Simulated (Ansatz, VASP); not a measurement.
# SiC: VASP beside Ansatz

```
Si C
1.0
     3.09494    0.00000    0.00000
    -1.54747    2.68029    0.00000
     0.00000    0.00000   15.18632
Si C
6 6
Direct
  0.00000 0.00000 0.12504
  0.00000 0.00000 0.62504
  0.33333 0.66667 0.29182
  0.66667 0.33333 0.79182
  0.33333 0.66667 0.95831
  0.66667 0.33333 0.45831
  0.00000 0.00000 0.99969
  0.00000 0.00000 0.49969
  0.33333 0.66667 0.16683
  0.66667 0.33333 0.66683
  0.33333 0.66667 0.83332
  0.66667 0.33333 0.33332
```

Alike in both runs: functional PBE; k mesh 12 × 12 × 2; occupations gaussian, width 0.02 eV; no spin polarisation.

Ansatz relaxed the structure, and its values are those at the end. VASP's run is a single point on that final structure, the one shown.

|  | VASP | Ansatz |
| --- | --- | --- |
| version | VASP 6.6.1 | Ansatz 0.2.0 |
| potentials or method | VASP PAW PBE potentials, release 64 (Si, C), cutoff 520 eV | scalar-relativistic, plane waves, PAW |
| valence electrons in the cell | 48 | 48 |

VASP gave:

* gap on the k mesh at the Fermi level (eV): 2.03
* least direct gap on the mesh (eV): 3.12
* pressure (GPa): 0.0

Task: What did Ansatz give for the same quantities?

Result: gap on the k mesh at the Fermi level (eV): 2.03; least direct gap on the mesh (eV): 3.13; pressure (GPa): 0.0.

The functional is the same, so the differences come from potentials, cutoffs and numerics.
